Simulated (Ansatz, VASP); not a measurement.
**One calculation of MnO2, two programs**

```xyz
3
Lattice="1.3993 0.8079 4.4904 -1.3993 0.8079 4.4904 0.0000 -1.6157 4.4904" Properties=species:S:1:pos:R:3 pbc="T T T"
Mn    0.0000    0.0000    0.0000
O     0.0000    0.0000    9.9098
O     0.0000    0.0000    3.5613
```

Change from the starting cell: volume scaled by 0.94.

Alike in both runs: task single point; functional LDA; k mesh 11 × 11 × 11; occupations fermi-dirac, width 0.05 eV; collinear spin.

|  | VASP | Ansatz |
| --- | --- | --- |
| version | VASP 6.6.1 | Ansatz 0.2.0 |
| potentials or method | VASP PAW LDA potentials, release 64 (Mn_pv, O), cutoff 520 eV | all-electron LAPW, scalar-relativistic |

```csv
,VASP,Ansatz,Ansatz less VASP
gap on the k mesh at the Fermi level (eV),0.11,0.25,+0.137
least direct gap on the mesh (eV),0.15,0.29,+0.141
pressure (GPa),5.7,4.9,-0.72
"traceless stress, the component that is largest in VASP (GPa)",-1.91,-1.52,+0.393
rms of the force components (eV/Å),0.237,0.197,-0.0399
net moment per atom (μB),1.00,1.00,+0.003
size of the moment on the site where the two differ most (μB),2.72,2.63,-0.093
```

LDA's correlation is that of Perdew and Zunger in VASP and of Perdew and Wang (1992) in Ansatz. Site moments also hang on the region over which each program counts them. Atom by atom the forces differ by 0.040 eV/Å (rms over components). Ansatz ran all-electron here, and VASP with PAW potentials.
